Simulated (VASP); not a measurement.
# TiAl (P4/mmm) in VASP: notebook, part 2 of 2

VASP 6.6.1. The steps go on from the part before.

## (3) Single point, r2SCAN

This run uses another cell than the first one, of the same volume but with other edges.

File POSCAR:

```
TiAl
1.0
    2.7771682065      0.0000000000      0.0000000000
    0.0000000000      2.7771682065      0.0000000000
    0.0000000000      0.0000000000      4.1657523098
Ti Al
1 1
Direct
    0.0000000000      0.0000000000      0.0000000000
    0.5000000000      0.5000000000      0.5000000000
```

File INCAR.step1:

```
PREC     = Accurate       # precision mode
ENCUT    = 520            # plane-wave cutoff, eV
ISMEAR   = 0              # smearing method
SIGMA    = 0.15           # smearing width, eV
LREAL    = False          # projectors in reciprocal space
LASPH    = True           # aspherical terms in the spheres
NELM     = 60             # most SCF steps
NBANDS   = 14             # bands
GGA      = PE             # functional
ALGO     = Normal         # electronic algorithm
EDIFF    = 1E-4           # SCF threshold, eV
LWAVE    = True           # write WAVECAR
LCHARG   = False          # write CHGCAR
```

File INCAR.step2:

```
PREC     = Accurate       # precision mode
ENCUT    = 520            # plane-wave cutoff, eV
EDIFF    = 1E-6           # SCF threshold, eV
ISMEAR   = 0              # smearing method
SIGMA    = 0.15           # smearing width, eV
LREAL    = False          # projectors in reciprocal space
LASPH    = True           # aspherical terms in the spheres
NELM     = 60             # most SCF steps
ALGO     = Normal         # electronic algorithm
ISIF     = 2              # what is computed and relaxed
LWAVE    = False          # write WAVECAR
LCHARG   = True           # write CHGCAR
METAGGA  = R2SCAN         # meta-GGA
LMIXTAU  = True         
LELF     = True           # ELF
LVHAR    = True         
NBANDS   = 14             # bands
ISTART   = 1
```

File KPOINTS:

```
Automatic mesh
0
Gamma
  16 16 16
```

Potentials or basis: VASP PAW PBE potentials, release 64 (Ti_sv, Al).

Run with:

```sh
$ cat potpaw_PBE.64/Ti_sv/POTCAR potpaw_PBE.64/Al/POTCAR > POTCAR
$ cp INCAR.step1 INCAR
$ mpirun -np 1 vasp_std > vasp.out
$ cp INCAR.step2 INCAR
$ mpirun -np 1 vasp_std > vasp.out
```

OUTCAR:

```text
PREC = Accurate
   ENCUT = 520
   EDIFF = 1E-6
   ISMEAR = 0
   LREAL = False
   LASPH = True
   NELM = 60
   ISIF = 2
   METAGGA = R2SCAN
   ISTART = 1

 ion  position               nearest neighbor table
   1  0.000  0.000  0.000-   2 2.86   2 2.86   2 2.86   2 2.86   2 2.86   2 2.86   2 2.86   2 2.86

   2  0.500  0.500  0.500-   1 2.86   1 2.86   1 2.86   1 2.86   1 2.86   1 2.86   1 2.86   1 2.86

  LATTYP: Found a simple tetragonal cell.
 ALAT       =     2.7771682065
 C/A-ratio  =     1.5000000000

  Lattice vectors:

 A1 = (   2.7771682065,   0.0000000000,   0.0000000000)
 A2 = (   0.0000000000,   2.7771682065,   0.0000000000)
 A3 = (   0.0000000000,   0.0000000000,   4.1657523098)

Analysis of symmetry for initial positions (statically):
=====================================================================
 Subroutine PRICEL returns:
 Original cell was already a primitive cell.

 Routine SETGRP: Setting up the symmetry group for a
 simple tetragonal supercell.

 Subroutine GETGRP returns: Found 16 space group operations
 (whereof 16 operations were pure point group operations)
 out of a pool of 16 trial point group operations.

The static configuration has the point symmetry D_4h.

Analysis of symmetry for dynamics (positions and initial velocities):
=====================================================================
 Subroutine PRICEL returns:
 Original cell was already a primitive cell.

 Routine SETGRP: Setting up the symmetry group for a
 simple tetragonal supercell.

 Subroutine GETGRP returns: Found 16 space group operations
 (whereof 16 operations were pure point group operations)
 out of a pool of 16 trial point group operations.

The dynamic configuration has the point symmetry D_4h.

 Subroutine INISYM returns: Found 16 space group operations
 (whereof 16 operations are pure point group operations),
 and found     1 'primitive' translations

----------------------------------------------------------------------------------------

                                     Primitive cell

  volume of cell :      32.1290

  direct lattice vectors                    reciprocal lattice vectors
     2.777168206  0.000000000  0.000000000     0.360079018  0.000000000  0.000000000
     0.000000000  2.777168206  0.000000000     0.000000000  0.360079018  0.000000000
     0.000000000  0.000000000  4.165752310     0.000000000  0.000000000  0.240052679

  length of vectors
     2.777168206  2.777168206  4.165752310     0.360079018  0.360079018  0.240052679

  position of ions in fractional coordinates (direct lattice)
     0.000000000  0.000000000  0.000000000
     0.500000000  0.500000000  0.500000000

  ion indices of the primitive-cell ions
   primitive index   ion index
                 1           1
                 2           2

----------------------------------------------------------------------------------------

 KPOINTS: Automatic mesh

Automatic generation of k-mesh.
 Grid dimensions read from file:
[... 26 lines left out ...]
  0.250000  0.000000  0.000000      4.000000
  0.312500  0.000000  0.000000      4.000000
[... 16 lines left out ...]
  0.437500  0.125000  0.000000      8.000000
  0.500000  0.125000  0.000000      4.000000
 [... further k-points ...]
   k-points           NKPTS =    405   k-points in BZ     NKDIM =    405   number of bands    NBANDS=     14
   number of dos      NEDOS =    301   number of ions     NIONS =      2
   total plane-waves  NPLWV =  18432
   dimension x,y,z NGX =    24 NGY =   24 NGZ =   32
   dimension x,y,z NGXF=    48 NGYF=   48 NGZF=   64
   ions per type =               1   1
   NGX,Y,Z   is equivalent  to a cutoff of  14.37, 14.37, 12.77 a.u.
   NGXF,Y,Z  is equivalent  to a cutoff of  28.73, 28.73, 25.54 a.u.
 SYSTEM =  unknown system
   PREC   = accura    normal or accurate (medium, high low for compatibility)
   ISTART =      1    job   : 0-new  1-cont  2-samecut
   ICHARG =      0    charge: 1-file 2-atom 10-const
   ISPIN  =      1    spin polarized calculation?
   LNONCOLLINEAR =      F non collinear calculations
   LSORBIT =      F    spin-orbit coupling
   LASPH  =      T    aspherical Exc in radial PAW
   ENCUT  =  520.0 eV  38.22 Ry    6.18 a.u.   5.16  5.16  7.75*2*pi/ulx,y,z
   NELM   =     60;   NELMIN=  2; NELMDL=  0     # of ELM steps
   EDIFF  = 0.1E-05   stopping-criterion for ELM
   LREAL  =      F    real-space projection
   EDIFFG = 0.1E-04   stopping-criterion for IOM
   NSW    =      0    number of steps for IOM
   IBRION =     -1    ionic relax: 0-MD 1-quasi-New 2-CG
   NFREE  =      0    steps in history (QN), initial steepest desc. (CG)
   ISIF   =      2    stress and relaxation
   ISYM   =      2    0-nonsym 1-usesym 2-fastsym
   POTIM  = 0.5000    time-step for ionic-motion
   TEBEG  =    0.0;   TEEND  =   0.0 temperature during run
   PSTRESS=    0.0 pullay stress
   NELECT =      15.0000    total number of electrons
   NUPDOWN=      -1.0000    fix difference up-down
   EMIN   =  10.00;   EMAX   =-10.00  energy-range for DOS
   EFERMI =   0.00;   METHOD = LEGACY
   ISMEAR =     0;   SIGMA  =   0.15  broadening in eV -4-tet -1-fermi 0-gaus
   EFERMI_NEDOS =   21; number of points for ismear=-14 and -15
   IALGO  =     38    algorithm
   IMIX   =      4    mixing-type and parameters
     AMIX     =   0.40;   BMIX     =  1.00
     AMIX_MAG =   1.60;   BMIX_MAG =  1.00
  volume/ion in A,a.u.               =      16.06       108.41
  Fermi-wavevector in a.u.,A,eV,Ry     =   1.270007  2.399964 21.945065  1.612917
  Thomas-Fermi vector in A             =   2.403017
   LORBIT       =      0    0 simple, 1 ext, 2 COOP (PROOUT), +10 PAW based schemes
   METAGGA = R2SCAN    functional components
   LHFCALC =     F    Hartree Fock is set to
   AEXX    =    0.0000 exact exchange contribution
   IVDW    =     0    specifies the selected vdW correction
   LEPSILON=     F    determine dielectric tensor
   LRPA    =     F    only Hartree local field effects (RPA)
 non-spin polarized calculation
 Gauss-broadening in eV      SIGMA  =   0.15
  energy-cutoff  :      520.00
  volume of cell :       32.13
 maximum number of plane-waves:       880
 NGX is ok and might be reduce to    24

 number of electron      15.0000000 magnetization

 Free energy of the ion-electron system (eV)
  ---------------------------------------------------
  ext. energy  EPLUGINS =         0.00000000
  ---------------------------------------------------
  free energy    TOTEN  =       -20.59004008 eV

  energy without entropy =      -20.57141736  energy(sigma->0) =      -20.58072872

 E-fermi :   8.4270     XC(G=0): -11.8904

 val. band max:        8.4260774526   @ k =   0.4375   0.1250   0.1250
 cond. band min:       8.4270575571   @ k =   0.3125   0.2500   0.1250
 fundamental gap:      0.0009801044
 Fermi energy:         8.4270159002

 k-point     1 :       0.0000    0.0000    0.0000
  band No.  band energies     occupation
      1     -50.4994      2.00000
      2     -25.8715      2.00000
      3     -25.3507      2.00000
      4     -25.3507      2.00000
      5      -1.2364      2.00000
      6       6.3365      2.00000
      7       7.4552      2.00000
      8       7.5075      2.00000
      9      10.9195      0.00000
     10      10.9195      0.00000
     11      12.3008      0.00000
     12      14.5982      0.00000
     13      17.8751      0.00000
     14      17.8751      0.00000
[... 377 lines left out ...]
      1     -50.4149      2.00000
      2     -25.9176      2.00000
      3     -25.7899      2.00000
      4     -25.3826      2.00000
      5       3.9070      2.00000
      6       3.9187      2.00000
      7       6.6847      2.00000
      8       8.5290      0.33606
      9       9.9435      0.00000
     10      10.4320      0.00000
     11      13.0078      0.00000
     12      14.4977      0.00000
     13      14.6617      0.00000
     14      16.5672      0.00000

 [... further k-points ...]

------------------------ aborting loop because EDIFF is reached ----------------------------------------

  FORCE on cell =-STRESS in cart. coord.  units (eV):
  Direction    XX          YY          ZZ          XY          YZ          ZX
  --------------------------------------------------------------------------------------
  -------------------------------------------------------------------------------------
  Total        0.2977023      0.2977023     -0.5424999      0.0000000      0.0000000      0.0000000
  in kB       14.8455045     14.8455045    -27.0528137      0.0000000      0.0000000      0.0000000
  external PRESSURE =       0.8793984 kB  Pullay stress =       0.0000000 kB

 VOLUME and BASIS-vectors are now :
 -----------------------------------------------------------------------------
  energy-cutoff  :      520.00
  volume of cell :       32.13
      direct lattice vectors                 reciprocal lattice vectors
     2.777168206  0.000000000  0.000000000     0.360079018  0.000000000  0.000000000
     0.000000000  2.777168206  0.000000000     0.000000000  0.360079018  0.000000000
     0.000000000  0.000000000  4.165752310     0.000000000  0.000000000  0.240052679

 POSITION                                       TOTAL-FORCE (eV/Angst)
 -----------------------------------------------------------------------------------
      0.00000      0.00000      0.00000         0.000000      0.000000      0.000000
      1.38858      1.38858      2.08288         0.000000      0.000000      0.000000
 -----------------------------------------------------------------------------------
    total drift:                                0.000000      0.000000      0.000000

  FREE ENERGIE OF THE ION-ELECTRON SYSTEM (eV)
  ---------------------------------------------------
  free  energy   TOTEN  =       -20.5900400848 eV

  energy  without entropy=      -20.5714173620  energy(sigma->0) =      -20.58072872
```

Run time: 2.8 min. Hardware: 1 thread of Intel Xeon 6975P-C (Granite Rapids), shared host; peak memory 0.31 GiB.

What came out:

```
Free energy : -20.5900 eV
Pressure    : 0.1 GPa
```

Caveat: the PAW data sets were made with another functional, which shifts forces and pressure a little.
